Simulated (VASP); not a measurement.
# ScGaS3 (P6_3/mmc) in VASP: single point with PBEsol

Aim: the single point of ScGaS3 with PBEsol.

Program: VASP 6.6.1. These are calculated values, not measurements. Logs are shortened: lines on timing, memory, paths and dates and some standing lists are left out, and cuts for length are marked.

### 1 The cell of the first run

The structure is hexagonal, space group P6_3/mmc (No. 194). The conventional cell has a = 6.403 Å, b = 6.403 Å, c = 5.030 Å, α = 90.00°, β = 90.00°, γ = 120.00°. Within 4.0 Å of Sc (site symmetry -6m2) lie 12 S at 3.00 to 3.21 Å and 6 Ga at 3.91 Å. Within 3.2 Å of Ga (site symmetry -3m) lie 6 S at 2.42 Å and 2 Ga at 2.52 Å. S (site symmetry mm2) has 2 Ga at 2.42 Å and 6 S at 2.82 to 3.26 Å and 4 Sc at 3.00 to 3.21 Å within 3.3 Å.

### 2 Single point, PBEsol

INCAR

```
  ALGO = Normal
  EDIFF = 1E-7
  ENCUT = 520
  GGA = PS
  ISIF = 2
  ISMEAR = -1
  LASPH = True
  LCHARG = False
  LREAL = False
  LWAVE = False
  NBANDS = 53
  NELM = 60
  PREC = Accurate
  SIGMA = 0.03
```

KPOINTS

```
k-points
0
Gamma
  6 6 6
```

POSCAR

```
ScGaS3
1.0
    6.4033628903      0.0000000000      0.0000000000
   -3.2016814452      5.5454749327      0.0000000000
    0.0000000000      0.0000000000      5.0302943105
Sc Ga S
2 2 6
Direct
    0.6666666667      0.3333333333      0.2500000000
    0.3333333333      0.6666666667      0.7500000000
    0.0000000000      0.0000000000      0.5000000000
    0.0000000000      0.0000000000      0.0000000000
    0.3727380018      0.1863690009      0.7500000000
    0.6272619982      0.8136309991      0.2500000000
    0.8136309991      0.1863690009      0.7500000000
    0.1863690009      0.8136309991      0.2500000000
    0.8136309991      0.6272619982      0.7500000000
    0.1863690009      0.3727380018      0.2500000000
```

Potentials or basis: VASP PAW PBE potentials, release 64 (Sc_sv, Ga_d, S).

Launch:

```console
> cat potpaw_PBE.64/Sc_sv/POTCAR potpaw_PBE.64/Ga_d/POTCAR potpaw_PBE.64/S/POTCAR > POTCAR
> mpirun -np 1 vasp_std > vasp.out
```

OUTCAR:

```text
EDIFF = 1E-7
   ENCUT = 520
   GGA = PS
   ISIF = 2
   ISMEAR = -1
   LASPH = True
   LREAL = False
   NELM = 60
   PREC = Accurate

 ion  position               nearest neighbor table
   1  0.667  0.333  0.250-   7 3.00   7 3.00   5 3.00   5 3.00   9 3.00   9 3.00
   2  0.333  0.667  0.750-   8 3.00   8 3.00   6 3.00   6 3.00  10 3.00  10 3.00
   3  0.000  0.000  0.500-   5 2.42   6 2.42   7 2.42   8 2.42   9 2.42  10 2.42   4 2.52   4 2.52

   4  0.000  0.000  0.000-   5 2.42   6 2.42   7 2.42   8 2.42   9 2.42  10 2.42   3 2.52   3 2.52

   5  0.373  0.186  0.750-   3 2.42   4 2.42   1 3.00   1 3.00
   6  0.627  0.814  0.250-   3 2.42   4 2.42   2 3.00   2 3.00
   7  0.814  0.186  0.750-   3 2.42   4 2.42   1 3.00   1 3.00
   8  0.186  0.814  0.250-   3 2.42   4 2.42   2 3.00   2 3.00
   9  0.814  0.627  0.750-   3 2.42   4 2.42   1 3.00   1 3.00
  10  0.186  0.373  0.250-   3 2.42   4 2.42   2 3.00   2 3.00

  LATTYP: Found a hexagonal cell.
 ALAT       =     6.4033628903
 C/A-ratio  =     0.7855707066

  Lattice vectors:

 A1 = (   6.4033628903,   0.0000000000,   0.0000000000)
 A2 = (  -3.2016814452,   5.5454749327,   0.0000000000)
 A3 = (   0.0000000000,   0.0000000000,   5.0302943105)

Analysis of symmetry for initial positions (statically):
=====================================================================
 Subroutine PRICEL returns:
 Original cell was already a primitive cell.

 Routine SETGRP: Setting up the symmetry group for a
 hexagonal supercell.

 Subroutine GETGRP returns: Found 24 space group operations
 (whereof 12 operations were pure point group operations)
 out of a pool of 24 trial point group operations.

The static configuration has the point symmetry D_3d.
 The point group associated with its full space group is D_6h.

Analysis of symmetry for dynamics (positions and initial velocities):
=====================================================================
 Subroutine PRICEL returns:
 Original cell was already a primitive cell.

 Routine SETGRP: Setting up the symmetry group for a
 hexagonal supercell.

 Subroutine GETGRP returns: Found 24 space group operations
 (whereof 12 operations were pure point group operations)
 out of a pool of 24 trial point group operations.

The dynamic configuration has the point symmetry D_3d.
 The point group associated with its full space group is D_6h.

 Subroutine INISYM returns: Found 24 space group operations
[... 119 lines left out ...]
   ISIF   =      2    stress and relaxation
   ISYM   =      2    0-nonsym 1-usesym 2-fastsym
   POTIM  = 0.5000    time-step for ionic-motion
   TEBEG  =    0.0;   TEEND  =   0.0 temperature during run
   PSTRESS=    0.0 pullay stress
   NELECT =      84.0000    total number of electrons
   NUPDOWN=      -1.0000    fix difference up-down
   EMIN   =  10.00;   EMAX   =-10.00  energy-range for DOS
   EFERMI =   0.00;   METHOD = LEGACY
   ISMEAR =    -1;   SIGMA  =   0.03  broadening in eV -4-tet -1-fermi 0-gaus
   EFERMI_NEDOS =   21; number of points for ismear=-14 and -15
   IALGO  =     38    algorithm
   IMIX   =      4    mixing-type and parameters
     AMIX     =   0.40;   BMIX     =  1.00
     AMIX_MAG =   1.60;   BMIX_MAG =  1.00
  volume/ion in A,a.u.               =      17.86       120.54
  Fermi-wavevector in a.u.,A,eV,Ry     =   1.273077  2.405766 22.051286  1.620724
  Thomas-Fermi vector in A             =   2.405920
   LORBIT       =      0    0 simple, 1 ext, 2 COOP (PROOUT), +10 PAW based schemes
   GGA     = PS    functional components
   LHFCALC =     F    Hartree Fock is set to
   AEXX    =    0.0000 exact exchange contribution
   IVDW    =     0    specifies the selected vdW correction
   LEPSILON=     F    determine dielectric tensor
   LRPA    =     F    only Hartree local field effects (RPA)
 non-spin polarized calculation
  energy-cutoff  :      520.00
  volume of cell :      178.62
 maximum number of plane-waves:      4842
 NGX is ok and might be reduce to    48
   NGX = 23   NGY = 23   NGZ = 19

 number of electron      84.0000002 magnetization

 Free energy of the ion-electron system (eV)
  ---------------------------------------------------
  ext. energy  EPLUGINS =         0.00000000
  ---------------------------------------------------
  free energy    TOTEN  =       -51.55964160 eV

  energy without entropy =      -51.54551574  energy(sigma->0) =      -51.55257867

 E-fermi :   6.1508     XC(G=0): -10.8095

 val. band max:        6.1372900201   @ k =   0.1667   0.0000   0.0000
 cond. band min:       6.1728393957   @ k =   0.0000   0.0000   0.3333
 fundamental gap:      0.0355493756
 Fermi energy:         6.1508396072

 k-point     1 :       0.0000    0.0000    0.0000
  band No.  band energies     occupation
      1     -44.6638      2.00000
      2     -44.6631      2.00000
      3     -23.3233      2.00000
      4     -23.3233      2.00000
      5     -23.3177      2.00000
      6     -23.3177      2.00000
[... 1333 lines left out ...]
     52       8.0611      0.00000
     53       8.2432      0.00000

 [... further k-points ...]

------------------------ aborting loop because EDIFF is reached ----------------------------------------

  FORCE on cell =-STRESS in cart. coord.  units (eV):
  Direction    XX          YY          ZZ          XY          YZ          ZX
  --------------------------------------------------------------------------------------
  -------------------------------------------------------------------------------------
  Total        0.0394310      0.0394310      0.0534909     -0.0000000      0.0000000     -0.0000000
  in kB        0.3536783      0.3536783      0.4797892     -0.0000000      0.0000000     -0.0000000
  external PRESSURE =       0.3957153 kB  Pullay stress =       0.0000000 kB

 VOLUME and BASIS-vectors are now :
 -----------------------------------------------------------------------------
  energy-cutoff  :      520.00
  volume of cell :      178.62
      direct lattice vectors                 reciprocal lattice vectors
     6.403362890  0.000000000  0.000000000     0.156167941  0.090163603  0.000000000
    -3.201681445  5.545474933  0.000000000     0.000000000  0.180327206  0.000000000
     0.000000000  0.000000000  5.030294311     0.000000000  0.000000000  0.198795525

 POSITION                                       TOTAL-FORCE (eV/Angst)
 -----------------------------------------------------------------------------------
      3.20168      1.84849      1.25757         0.000000      0.000000      0.000000
     -0.00000      3.69698      3.77272        -0.000000      0.000000      0.000000
      0.00000      0.00000      2.51515        -0.000000      0.000000      0.000000
      0.00000      0.00000      0.00000         0.000000      0.000000      0.000000
      1.79008      1.03350      3.77272        -0.004270     -0.002465      0.000000
      1.41160      4.51197      1.25757         0.004270      0.002465     -0.000000
      4.61328      1.03350      3.77272         0.004270     -0.002465      0.000000
     -1.41160      4.51197      1.25757        -0.004270      0.002465     -0.000000
      3.20168      3.47847      3.77272        -0.000000      0.004930     -0.000000
     -0.00000      2.06701      1.25757         0.000000     -0.004930      0.000000
 -----------------------------------------------------------------------------------
    total drift:                               -0.000000      0.000000     -0.000000

  FREE ENERGIE OF THE ION-ELECTRON SYSTEM (eV)
  ---------------------------------------------------
  free  energy   TOTEN  =       -51.5596415957 eV

  energy  without entropy=      -51.5455157366  energy(sigma->0) =      -51.55257867
```

Run time: 3.5 min. Hardware: 1 thread of Intel Xeon 6975P-C (Granite Rapids), shared host; peak memory 0.42 GiB.

Results:

* Free energy: -51.5596 eV
* Pressure: 0.0 GPa
* Largest force: 0.005 eV/Å
* Band gap on the k mesh: zero (bands 42 and 43 overlap by 0.24 eV)

Forces in eV/Å, atoms in the order of the input:
```
Sc   0.000  0.000  0.000
Sc   0.000  0.000  0.000
Ga   0.000  0.000  0.000
Ga   0.000  0.000  0.000
S   -0.004 -0.002  0.000
S    0.004  0.002  0.000
S    0.004 -0.002  0.000
S   -0.004  0.002  0.000
S    0.000  0.005  0.000
S    0.000 -0.005  0.000
```

Levels at points of the mesh, in eV from the Fermi level:
```
           k point  band 38  band 39  band 40  band 41  band 42  band 43  band 44  band 45  band 46  band 47
(0.00, 0.00, 0.00)    -0.73    -0.73    -0.25    -0.15    -0.15    -0.10     0.66     0.71     0.71     1.05
(0.50, 0.00, 0.00)    -2.00    -1.67    -1.00    -0.95     0.10     0.11     0.80     1.09     1.21     1.77
(0.00, 0.00, 0.50)    -0.64    -0.64    -0.64    -0.50    -0.50     0.16     0.16     0.97     0.97     1.20
(0.50, 0.00, 0.50)    -1.93    -0.88    -0.88    -0.09    -0.09     0.85     0.85     1.29     1.29     1.54
```

Caveat: semilocal functionals underestimate gaps, and a narrow one can read as zero; the PAW data sets were made with another functional, which shifts forces and pressure a little.

The gap in the log of VASP goes by the Fermi energy; the results here count the filled bands.